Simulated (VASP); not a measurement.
GaSb:

```
Sb Ga
1.0
     0.00000    3.05900    3.05900
     3.05900    0.00000    3.05900
     3.05900    3.05900    0.00000
Sb Ga
1 1
Direct
  0.75000 0.75000 0.75000
  0.00000 0.00000 0.00000
```

* Program: VASP 6.6.1
* Task: relaxation of cell and atoms
* Functional: PBE
* Potentials or basis: VASP PAW PBE potentials, release 64 (Sb, Ga_d)
* Cutoff: 600 eV
* k mesh: 8 × 8 × 8
* Occupations: fermi-dirac, width 0.05 eV
* Spin: no spin polarisation

At the start: pressure 2.4 GPa; volume 28.62 Å³/atom.

**Question.** Where does the relaxation end?

**Answer.** Over 3 steps the energy falls by 10.2 meV/atom and the volume is 30.04 Å³/atom (+4.9 %); space group F-43m (No. 216, to 0.05 Å).

Step by step:
| step | energy change (eV) | largest force (eV/Å) | pressure (GPa) | volume (Å³) |
| --- | --- | --- | --- | --- |
| 1 | 0.0000 | 0.0000 | 2.40 | 57.25 |
| 2 | -0.0189 | 0.0000 | -0.57 | 60.88 |
| 3 | -0.0203 | 0.0000 | -0.03 | 60.08 |

Final structure:
```
Sb Ga
1.0
     0.00000    3.10854    3.10854
     3.10854    0.00000    3.10854
     3.10854    3.10854    0.00000
Sb Ga
1 1
Direct
  0.75000 0.75000 0.75000
  0.00000 0.00000 0.00000
```
